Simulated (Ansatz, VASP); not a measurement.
**Two plane-wave programs on TaSi3**

```
Ta Si
1.0
     4.90862    0.00000    0.00000
     0.00000    4.90862    0.00000
     0.00000    0.00000    4.90862
Ta Si
1 3
Direct
  0.00000 0.00000 0.00000
  0.50000 0.00000 0.00000
  0.00000 0.50000 0.00000
  0.00000 0.00000 0.50000
```

Alike in both runs: functional PBE; k mesh 10 × 10 × 10; occupations gaussian, width 0.1 eV; no spin polarisation.

Ansatz relaxed the structure, and its values are those at the end. VASP's run is a single point on that final structure, the one shown.

|  | VASP | Ansatz |
| --- | --- | --- |
| version | VASP 6.6.1 | Ansatz 0.2.0 |
| potentials or method | VASP PAW PBE potentials, release 64 (Ta_pv, Si), cutoff 500 eV | scalar-relativistic, plane waves, PAW |
| valence electrons in the cell | 23 | 25 |

```csv
,VASP,Ansatz,Ansatz less VASP
gap on the k mesh at the Fermi level (eV),none,none,-
pressure (GPa),0.0,0.0,-0.04
```

A gap of «none» marks a metal or a gap that the smearing closes. VASP's potentials hold 23 valence electrons a cell and Ansatz's 25, so a difference there can come from the potentials and not from the codes.

Spin-orbit coupling is off throughout.
